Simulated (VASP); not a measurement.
# AgI2 (P-4m2) in VASP: single point with r2SCAN

Aim: the single point of AgI2 with r2SCAN.

Everything below comes from runs of VASP 6.6.1. Logs are shortened: lines on timing, memory, paths and dates and some standing lists are left out, and cuts for length are marked.

**1. The cell of the first run**

The structure is tetragonal, space group P-4m2 (No. 115). Conventional cell: a = 4.087 Å, b = 4.087 Å, c = 6.753 Å, α = 90.00°, β = 90.00°, γ = 90.00°. Within 3.6 Å of Ag (site symmetry -4m2) lie 4 I at 2.75 Å. I (site symmetry 2mm) has 2 Ag at 2.75 Å within 3.6 Å.

**2. Single point, r2SCAN**

The input, POSCAR:

```
AgI2
1.0
    4.0871950127      0.0000000000      0.0000000000
    0.0000000000      4.0871950127      0.0000000000
    0.0000000000      0.0000000000      6.7531206804
Ag I
1 2
Direct
    0.0000000000      0.0000000000      0.5000000000
    0.5000000000      0.0000000000      0.7726200497
    0.0000000000      0.5000000000      0.2273799503
```

The input, INCAR.step1:

```
SYSTEM = AgI2
ALGO     = Normal         ! electronic algorithm
EDIFF    = 1E-4           ! SCF threshold, eV
ENCUT    = 520            ! plane-wave cutoff, eV
GGA      = PE             ! functional
ISMEAR   = 0              ! smearing method
LASPH    = .TRUE.         ! aspherical terms in the spheres
LCHARG   = .FALSE.        ! write CHGCAR
LREAL    = .FALSE.        ! projectors in reciprocal space
LWAVE    = .TRUE.         ! write WAVECAR
NBANDS   = 20             ! bands
NELM     = 100            ! most SCF steps
PREC     = Accurate       ! precision mode
SIGMA    = 0.1            ! smearing width, eV
```

The input, INCAR.step2:

```
SYSTEM = AgI2
ALGO     = Normal         ! electronic algorithm
EDIFF    = 1E-6           ! SCF threshold, eV
ENCUT    = 520            ! plane-wave cutoff, eV
ISIF     = 2              ! what is computed and relaxed
ISMEAR   = 0              ! smearing method
ISTART   = 1            
LASPH    = .TRUE.         ! aspherical terms in the spheres
LCHARG   = .FALSE.        ! write CHGCAR
LMIXTAU  = .TRUE.       
LREAL    = .FALSE.        ! projectors in reciprocal space
LWAVE    = .FALSE.        ! write WAVECAR
METAGGA  = R2SCAN         ! meta-GGA
NBANDS   = 20             ! bands
NELM     = 100            ! most SCF steps
PREC     = Accurate       ! precision mode
SIGMA    = 0.1            ! smearing width, eV
```

The input, KPOINTS:

```
k-points
0
G
  10 10 8
  0 0 0
```

Potentials or basis: VASP PAW PBE potentials, release 64 (Ag, I).

The run is started by

```bash
cat potpaw_PBE.64/Ag/POTCAR potpaw_PBE.64/I/POTCAR > POTCAR
cp INCAR.step1 INCAR
mpirun -np 1 vasp_std > vasp.out
cp INCAR.step2 INCAR
mpirun -np 1 vasp_std > vasp.out
```

OUTCAR:

```text
SYSTEM = AgI2
   EDIFF = 1E-6
   ENCUT = 520
   ISIF = 2
   ISMEAR = 0
   ISTART = 1
   LASPH = .TRUE.
   LREAL = .FALSE.
   METAGGA = R2SCAN
   NELM = 100
   PREC = Accurate

 ion  position               nearest neighbor table
   1  0.000  0.000  0.500-   2 2.75   3 2.75   3 2.75   2 2.75
   2  0.500  0.000  0.773-   1 2.75   1 2.75
   3  0.000  0.500  0.227-   1 2.75   1 2.75

  LATTYP: Found a simple tetragonal cell.
 ALAT       =     4.0871950127
 C/A-ratio  =     1.6522628990

  Lattice vectors:

 A1 = (   4.0871950127,   0.0000000000,   0.0000000000)
 A2 = (   0.0000000000,   4.0871950127,   0.0000000000)
 A3 = (   0.0000000000,   0.0000000000,   6.7531206804)

Analysis of symmetry for initial positions (statically):
=====================================================================
 Subroutine PRICEL returns:
 Original cell was already a primitive cell.

 Routine SETGRP: Setting up the symmetry group for a
 simple tetragonal supercell.

 Subroutine GETGRP returns: Found  8 space group operations
 (whereof  8 operations were pure point group operations)
 out of a pool of 16 trial point group operations.

The static configuration has the point symmetry D_2d.

Analysis of symmetry for dynamics (positions and initial velocities):
=====================================================================
 Subroutine PRICEL returns:
 Original cell was already a primitive cell.

 Routine SETGRP: Setting up the symmetry group for a
 simple tetragonal supercell.

 Subroutine GETGRP returns: Found  8 space group operations
 (whereof  8 operations were pure point group operations)
 out of a pool of 16 trial point group operations.

The dynamic configuration has the point symmetry D_2d.

 Subroutine INISYM returns: Found  8 space group operations
 (whereof  8 operations are pure point group operations),
 and found     1 'primitive' translations

----------------------------------------------------------------------------------------

                                     Primitive cell

  volume of cell :     112.8120

  direct lattice vectors                    reciprocal lattice vectors
     4.087195013  0.000000000  0.000000000     0.244666574  0.000000000  0.000000000
     0.000000000  4.087195013  0.000000000     0.000000000  0.244666574  0.000000000
     0.000000000  0.000000000  6.753120680     0.000000000  0.000000000  0.148079687

  length of vectors
     4.087195013  4.087195013  6.753120680     0.244666574  0.244666574  0.148079687

  position of ions in fractional coordinates (direct lattice)
     0.000000000  0.000000000  0.500000000
     0.500000000  0.000000000  0.772620050
     0.000000000  0.500000000  0.227379950

  ion indices of the primitive-cell ions
   primitive index   ion index
                 1           1
                 2           2
                 3           3

----------------------------------------------------------------------------------------

 KPOINTS: k-points

Automatic generation of k-mesh.
 Grid dimensions read from file:
 generate k-points for:   10   10    8

 Generating k-lattice:

  Cartesian coordinates                     Fractional coordinates (reciprocal lattice)
     0.024466657  0.000000000  0.000000000     0.100000000  0.000000000  0.000000000
     0.000000000  0.024466657  0.000000000     0.000000000  0.100000000  0.000000000
     0.000000000  0.000000000  0.018509961     0.000000000  0.000000000  0.125000000

  Length of vectors
     0.024466657  0.024466657  0.018509961

  Shift w.r.t. Gamma in fractional coordinates (k-lattice)
     0.000000000  0.000000000  0.000000000

 Subroutine IBZKPT returns following result:
 ===========================================

 Found    105 irreducible k-points:

 Following reciprocal coordinates:
            Coordinates               Weight
  0.000000  0.000000  0.000000      1.000000
  0.100000  0.000000  0.000000      4.000000
  0.200000  0.000000  0.000000      4.000000
  0.300000  0.000000  0.000000      4.000000
  0.400000  0.000000  0.000000      4.000000
  0.500000  0.000000  0.000000      2.000000
[... 16 lines left out ...]
  0.100000  0.000000  0.125000      8.000000
  0.200000  0.000000  0.125000      8.000000
 [... further k-points ...]
   k-points           NKPTS =    105   k-points in BZ     NKDIM =    105   number of bands    NBANDS=     20
   number of dos      NEDOS =    301   number of ions     NIONS =      3
   total plane-waves  NPLWV =  45000
   dimension x,y,z NGX =    30 NGY =   30 NGZ =   50
   dimension x,y,z NGXF=    60 NGYF=   60 NGZF=  100
   ions per type =               1   2
   NGX,Y,Z   is equivalent  to a cutoff of  12.20, 12.20, 12.31 a.u.
   NGXF,Y,Z  is equivalent  to a cutoff of  24.40, 24.40, 24.62 a.u.
 SYSTEM =  AgI2
   PREC   = accura    normal or accurate (medium, high low for compatibility)
   ISTART =      1    job   : 0-new  1-cont  2-samecut
   ICHARG =      0    charge: 1-file 2-atom 10-const
   ISPIN  =      1    spin polarized calculation?
   LNONCOLLINEAR =      F non collinear calculations
   LSORBIT =      F    spin-orbit coupling
   LASPH  =      T    aspherical Exc in radial PAW
   ENCUT  =  520.0 eV  38.22 Ry    6.18 a.u.   7.60  7.60 12.56*2*pi/ulx,y,z
   NELM   =    100;   NELMIN=  2; NELMDL=  0     # of ELM steps
   EDIFF  = 0.1E-05   stopping-criterion for ELM
   LREAL  =      F    real-space projection
   EDIFFG = 0.1E-04   stopping-criterion for IOM
   NSW    =      0    number of steps for IOM
   IBRION =     -1    ionic relax: 0-MD 1-quasi-New 2-CG
   NFREE  =      0    steps in history (QN), initial steepest desc. (CG)
   ISIF   =      2    stress and relaxation
   ISYM   =      2    0-nonsym 1-usesym 2-fastsym
   POTIM  = 0.5000    time-step for ionic-motion
   TEBEG  =    0.0;   TEEND  =   0.0 temperature during run
   PSTRESS=    0.0 pullay stress
   NELECT =      25.0000    total number of electrons
   NUPDOWN=      -1.0000    fix difference up-down
   EMIN   =  10.00;   EMAX   =-10.00  energy-range for DOS
   EFERMI =   0.00;   METHOD = LEGACY
   ISMEAR =     0;   SIGMA  =   0.10  broadening in eV -4-tet -1-fermi 0-gaus
   EFERMI_NEDOS =   21; number of points for ismear=-14 and -15
   IALGO  =     38    algorithm
   IMIX   =      4    mixing-type and parameters
     AMIX     =   0.40;   BMIX     =  1.00
     AMIX_MAG =   1.60;   BMIX_MAG =  1.00
  volume/ion in A,a.u.               =      37.60       253.76
  Fermi-wavevector in a.u.,A,eV,Ry     =   0.990687  1.872127 13.353581  0.981461
  Thomas-Fermi vector in A             =   2.122375
   LORBIT       =      0    0 simple, 1 ext, 2 COOP (PROOUT), +10 PAW based schemes
   METAGGA = R2SCAN    functional components
   LHFCALC =     F    Hartree Fock is set to
   AEXX    =    0.0000 exact exchange contribution
   IVDW    =     0    specifies the selected vdW correction
   LEPSILON=     F    determine dielectric tensor
   LRPA    =     F    only Hartree local field effects (RPA)
 non-spin polarized calculation
 Gauss-broadening in eV      SIGMA  =   0.10
  energy-cutoff  :      520.00
  volume of cell :      112.81
 maximum number of plane-waves:      3065
   NGX = 15   NGY = 15   NGZ = 25

 number of electron      24.9999997 magnetization

 Free energy of the ion-electron system (eV)
  ---------------------------------------------------
  ext. energy  EPLUGINS =         0.00000000
  ---------------------------------------------------
  free energy    TOTEN  =       -70.71182859 eV

  energy without entropy =      -70.69487563  energy(sigma->0) =      -70.70335211

 E-fermi :   2.0887     XC(G=0):  -8.7153

 val. band max:        2.0788713850   @ k =   0.4000   0.1000   0.5000
 cond. band min:       2.0941849304   @ k =   0.1000   0.0000   0.3750
 fundamental gap:      0.0153135454
 Fermi energy:         2.0887471776

 k-point     1 :       0.0000    0.0000    0.0000
  band No.  band energies     occupation
      1     -10.5807      2.00000
      2     -10.0617      2.00000
      3      -1.9584      2.00000
      4      -1.9584      2.00000
      5      -1.9058      2.00000
      6      -1.7229      2.00000
[... 12 lines left out ...]
     19      10.3923      0.00000
     20      12.0979      0.00000

 k-point     2 :       0.1000    0.0000    0.0000
  band No.  band energies     occupation
      1     -10.5481      2.00000
      2     -10.0511      2.00000
      3      -2.0410      2.00000
      4      -1.9522      2.00000
      5      -1.7809      2.00000
      6      -1.6984      2.00000
[... 12 lines left out ...]
     19      10.4937      0.00000
     20      12.1648      0.00000

 k-point     3 :       0.2000    0.0000    0.0000
  band No.  band energies     occupation
      1     -10.4575      2.00000
      2     -10.0263      2.00000
      3      -2.1184      2.00000
      4      -1.9360      2.00000
      5      -1.7003      2.00000
      6      -1.5152      2.00000
[... 12 lines left out ...]
     19      10.7857      0.00000
     20      12.2825      0.00000

 k-point     4 :       0.3000    0.0000    0.0000
  band No.  band energies     occupation
      1     -10.3293      2.00000
      2     -10.0071      2.00000
      3      -2.1671      2.00000
      4      -1.9157      2.00000
      5      -1.6847      2.00000
      6      -1.3051      2.00000
[... 12 lines left out ...]
     19      11.0771      0.00000
     20      11.8417      0.00000

 k-point     5 :       0.4000    0.0000    0.0000
  band No.  band energies     occupation
      1     -10.1950      2.00000
      2     -10.0180      2.00000
      3      -2.1682      2.00000
      4      -1.8991      2.00000
      5      -1.7624      2.00000
      6      -1.3804      2.00000
[... 12 lines left out ...]
     19      11.0322      0.00000
     20      11.4113      0.00000
[... 353 lines left out ...]
      6      -1.5659      2.00000
[... 12 lines left out ...]
     19      13.3793      0.00000
     20      13.4177      0.00000

 k-point    22 :       0.0000    0.0000    0.1250
  band No.  band energies     occupation
      1     -10.5630      2.00000
      2     -10.0833      2.00000
      3      -1.9618      2.00000
      4      -1.9618      2.00000
      5      -1.9376      2.00000
      6      -1.6918      2.00000
[... 12 lines left out ...]
     19      10.4890      0.00000
     20      11.7019      0.00000

 k-point    23 :       0.1000    0.0000    0.1250
  band No.  band energies     occupation
      1     -10.5311      2.00000
      2     -10.0717      2.00000
      3      -2.0437      2.00000
      4      -1.9554      2.00000
      5      -1.8320      2.00000
      6      -1.6544      2.00000
[... 12 lines left out ...]
     19      10.5498      0.00000
     20      11.8069      0.00000

 k-point    24 :       0.2000    0.0000    0.1250
  band No.  band energies     occupation
      1     -10.4425      2.00000
      2     -10.0438      2.00000
      3      -2.1172      2.00000
      4      -1.9386      2.00000
      5      -1.7375      2.00000
      6      -1.5051      2.00000
[... 12 lines left out ...]
     19      10.7044      0.00000
     20      12.0014      0.00000

 [... further k-points ...]

------------------------ aborting loop because EDIFF is reached ----------------------------------------

  FORCE on cell =-STRESS in cart. coord.  units (eV):
  Direction    XX          YY          ZZ          XY          YZ          ZX
  --------------------------------------------------------------------------------------
  -------------------------------------------------------------------------------------
  Total       -0.0518819     -0.0518819     -0.0647049      0.0000000      0.0000000      0.0000000
  in kB       -0.7368368     -0.7368368     -0.9189511      0.0000000      0.0000000      0.0000000
  external PRESSURE =      -0.7975415 kB  Pullay stress =       0.0000000 kB

 VOLUME and BASIS-vectors are now :
 -----------------------------------------------------------------------------
  energy-cutoff  :      520.00
  volume of cell :      112.81
      direct lattice vectors                 reciprocal lattice vectors
     4.087195013  0.000000000  0.000000000     0.244666574  0.000000000  0.000000000
     0.000000000  4.087195013  0.000000000     0.000000000  0.244666574  0.000000000
     0.000000000  0.000000000  6.753120680     0.000000000  0.000000000  0.148079687

 POSITION                                       TOTAL-FORCE (eV/Angst)
 -----------------------------------------------------------------------------------
      0.00000      0.00000      3.37656        -0.000000      0.000000      0.000000
      2.04360      0.00000      5.21760         0.000000     -0.000000     -0.016089
      0.00000      2.04360      1.53552        -0.000000      0.000000      0.016089
 -----------------------------------------------------------------------------------
    total drift:                                0.000000      0.000000     -0.000000

  FREE ENERGIE OF THE ION-ELECTRON SYSTEM (eV)
  ---------------------------------------------------
  free  energy   TOTEN  =       -70.7118285909 eV

  energy  without entropy=      -70.6948756280  energy(sigma->0) =      -70.70335211
```

Run time: 15 min. Hardware: 1 thread of Intel Xeon 8259CL, shared host; peak memory 0.38 GiB.

What came out:

```yaml
Free_energy: -70.7118 eV
Pressure: -0.1 GPa
Largest_force: 0.016 eV/Å
Band_gap_on_the_k_mesh: zero (an odd number of electrons rules out a gap without spin polarisation)
```

Forces in eV/Å, atoms in the order of the input:
```
Ag   0.000  0.000  0.000
I    0.000  0.000 -0.016
I    0.000  0.000  0.016
```

Caveat: the PAW data sets were made with another functional, which shifts forces and pressure a little; spin-orbit coupling is left out, which moves the levels of the heavy elements; an odd number of electrons without spin polarisation forces a metal; a magnetic or distorted state may lie lower.
